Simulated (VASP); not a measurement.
Crystal: Al4Cu.

```
Al Cu
1.0
     3.30576   -3.47128    0.00000
     3.30576    3.47128    0.00000
     0.00000    0.00000    2.96848
Al Cu
4 1
Direct
  0.81060 0.18940 0.50000
  0.18940 0.81060 0.50000
  0.28520 0.28520 0.00000
  0.71480 0.71480 0.00000
  0.00000 0.00000 0.00000
```

The cell was built from a structure type or drawn by symmetry, and may not be a known phase.

- Program: VASP 6.6.1
- Task: relaxation of cell and atoms
- Functional: PBE
- Potentials or basis: VASP PAW PBE potentials, release 64 (Al, Cu)
- Cutoff: 600 eV
- k mesh: 4 × 4 × 6
- Occupations: gaussian, width 0.1 eV
- Spin: no spin polarisation

At the start: pressure 64.0 GPa; volume 13.63 Å³/atom.

Where does the relaxation end?

Over 23 steps the energy falls by 1589.6 meV/atom and the volume is 17.51 Å³/atom (+28.5 %); space group Cmmm (No. 65, to 0.1 Å) before and after.

Step by step:
```
step  energy change (eV)  largest force (eV/Å)  pressure (GPa)  volume (Å³)
   1              0.0000                9.3046           63.98        68.13
   2             -4.6908                1.0020           -8.93       136.97
   3             -7.0955                0.6847           -3.59        97.61
   4             -7.1164                0.8009           -2.78        96.29
   5             -7.1280                1.0019           -1.37        94.20
   6             -7.3998                0.7187           -1.59        92.71
   7             -7.6210                0.1725            0.42        87.50
   8             -7.6343                0.2095           -0.72        88.96
   9             -7.7879                0.3059            0.80        86.58
  10             -7.7760                0.3183            3.26        84.47
  11             -7.8139                0.3499            1.83        85.61
  12             -7.8747                0.1933           -0.35        88.28
  13             -7.8881                0.3198           -1.78        90.37
  14             -7.9054                0.3954           -0.84        89.37
  15             -7.9085                0.3755           -1.14        89.65
  16             -7.9358                0.2638            0.29        87.53
  17             -7.9382                0.2090            1.03        86.73
  18             -7.9444                0.0340           -0.02        87.58
  19             -7.9447                0.0374            0.17        87.42
  20             -7.9470                0.0563           -0.14        87.81
  21             -7.9470                0.0604           -0.17        87.87
  22             -7.9477                0.0414            0.06        87.65
  23             -7.9478                0.0329            0.11        87.56
```

Final structure:
```cif
data_structure
_symmetry_space_group_name_H-M 'P 1'
_symmetry_Int_Tables_number 1
_cell_length_a 5.6102
_cell_length_b 5.6102
_cell_length_c 2.7818
_cell_angle_alpha 90.000
_cell_angle_beta 90.000
_cell_angle_gamma 90.143
_cell_volume 87.56
loop_
_atom_site_label
_atom_site_type_symbol
_atom_site_fract_x
_atom_site_fract_y
_atom_site_fract_z
_atom_site_occupancy
Al1 Al 0.74012 0.25988 0.50000 1
Al2 Al 0.25988 0.74012 0.50000 1
Al3 Al 0.31064 0.31064 0.00000 1
Al4 Al 0.68936 0.68936 0.00000 1
Cu1 Cu 0.00000 0.00000 0.00000 1
```

Caveat: the volume moved by over 15 % at a fixed basis, so the end points are rough.
